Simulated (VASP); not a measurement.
## SnSe2: single point with PBEsol

SnSe2:

```
CELL_PARAMETERS angstrom
3.81100 0.00000 0.00000
-1.90550 3.30042 0.00000
0.00000 0.00000 6.13700
ATOMIC_POSITIONS crystal
Sn 0.00000 0.00000 0.00000
Se 0.33333 0.66667 0.25000
Se 0.66667 0.33333 0.75000
```

* Program: VASP 6.6.1
* Task: single point
* Functional: PBEsol
* Potentials or basis: VASP PAW PBE potentials, release 64 (Sn_d, Se)
* Cutoff: 520 eV
* k mesh: 6 × 6 × 4
* Occupations: gaussian, width 0.05 eV
* Spin: no spin polarisation

```yaml
Pressure: 2.4 GPa
Largest_force: 0.547 eV/Å
Band_gap_on_the_k_mesh: 0.74 eV, indirect (least direct gap 1.00 eV)
```

Forces in eV/Å, atoms in the order of the input:
```
Sn   0.000  0.000  0.000
Se   0.000  0.000  0.547
Se   0.000  0.000 -0.547
```

Stress tensor (GPa, compression positive):
```
1.91 0.00 0.00
0.00 1.91 0.00
0.00 0.00 3.42
```

Levels at points of the mesh, in eV from the valence-band top:
```
           k point  band 10  band 11  band 12  band 13  band 14  band 15  band 16  band 17
(0.00, 0.00, 0.00)    -0.68    -0.37    -0.37     0.00     1.00     2.86     4.59     4.59
(0.50, 0.00, 0.00)    -2.94    -2.67    -1.24    -0.29     1.11     3.69     5.32     5.41
(0.00, 0.00, 0.50)    -0.77    -0.77    -0.21    -0.21     2.41     2.82     4.32     4.32
(0.50, 0.00, 0.50)    -2.50    -2.00    -0.85    -0.69     0.80     4.15     4.74     5.74
```

Run time: 13 s on 1 thread of Intel(R) Xeon(R) 6975P-C (Granite Rapids), on a shared host, peak memory 0.2 GiB.

Caveat: the PAW data sets were made with another functional, which shifts forces and pressure a little; spin-orbit coupling is left out, which moves the levels of the heavy elements; this functional lacks dispersion, which binds the layers, so the pressure and a relaxed spacing across them are unreliable. A k mesh can miss the band edges.
